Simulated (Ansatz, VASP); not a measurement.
# CdS: VASP beside Ansatz

POSCAR

```
CdS
1.0
    4.1245340209      0.0000000000      0.0000000000
   -2.0622670104      3.5719512409      0.0000000000
    0.0000000000      0.0000000000      6.7092066446
Cd S
2 2
Direct
    0.3333333333      0.6666666667     -0.0275767479
    0.6666666667      0.3333333333      0.4724232521
    0.3333333333      0.6666666667      0.4045767479
    0.6666666667      0.3333333333      0.9045767479
```

The input INCAR.step1:

```
SYSTEM = CdS
PREC = Accurate
ENCUT = 520
ISMEAR = 0
SIGMA = 0.01
LREAL = .False.
LASPH = .True.
NELM = 100
NBANDS = 26
GGA = PE
ALGO = Normal
EDIFF = 1E-4
LWAVE = .True.
LCHARG = .False.
```

The input INCAR.step2:

```
SYSTEM = CdS
PREC = Accurate
ENCUT = 520
EDIFF = 1E-6
ISMEAR = 0
SIGMA = 0.01
LREAL = .False.
LASPH = .True.
NELM = 100
ALGO = Normal
ISIF = 2
LWAVE = .False.
LCHARG = .False.
METAGGA = R2SCAN
LMIXTAU = .True.
NBANDS = 26
ISTART = 1
```

KPOINTS

```
Automatic mesh
0
Gamma
  9 9 4
  0 0 0
```

Input for Ansatz:

```yaml
crystal:
  lattice:
    - [4.1245340209, 0.0, 0.0]
    - [-2.0622670104, 3.5719512409, 0.0]
    - [0.0, 0.0, 6.7092066446]
  atoms:
    - { symbol: Cd, position: [0.3333333333, 0.6666666667, -0.0275767479] }
    - { symbol: Cd, position: [0.6666666667, 0.3333333333, 0.4724232521] }
    - { symbol: S, position: [0.3333333333, 0.6666666667, 0.4045767479] }
    - { symbol: S, position: [0.6666666667, 0.3333333333, 0.9045767479] }
basis:
  ecutwfc: 500
  xc_grid: 2
kpoints:
  mp_grid: { grid: [9, 9, 4] }
hamiltonian:
  xc: r2scan
  pseudopotentials: { kind: paw, azcp: { folder: soft_1 } }
scf:
  occupations: { method: fixed }
output:
  forces: true
  stress: true
  eigenvalues: true
  polarization: {}
```

Change from the starting cell: polar distortion scaled by 0.55.

Alike in both runs: task single point; functional r2SCAN; k mesh 9 × 9 × 4; no spin polarisation.

|  | VASP | Ansatz |
| --- | --- | --- |
| version | VASP 6.6.1 | Ansatz 0.2.0 |
| potentials or method | VASP PAW PBE potentials, release 64 (Cd, S), cutoff 520 eV | scalar-relativistic, plane waves, PAW |
| occupations | gaussian, width 0.01 eV | fixed |
| valence electrons in the cell | 36 | 52 |

Ansatz gave:

```
gap on the k mesh at the Fermi level (eV)                     : 1.85
least direct gap on the mesh (eV)                             : 1.85
pressure (GPa)                                                : 3.9
traceless stress, the component that is largest in VASP (GPa) : -6.15
rms of the force components (eV/Å)                            : 0.417
```

**Question.** Estimate VASP's values.

**Answer.** gap on the k mesh at the Fermi level (eV): 1.85; least direct gap on the mesh (eV): 1.85; pressure (GPa): 4.2; traceless stress, the component that is largest in VASP (GPa): -6.37; rms of the force components (eV/Å): 0.427.

VASP's potentials were made for PBE, not for r2SCAN. Atom by atom the forces differ by 0.011 eV/Å (rms over components). VASP's potentials hold 36 valence electrons a cell and Ansatz's 52, so a difference there can come from the potentials and not from the codes.
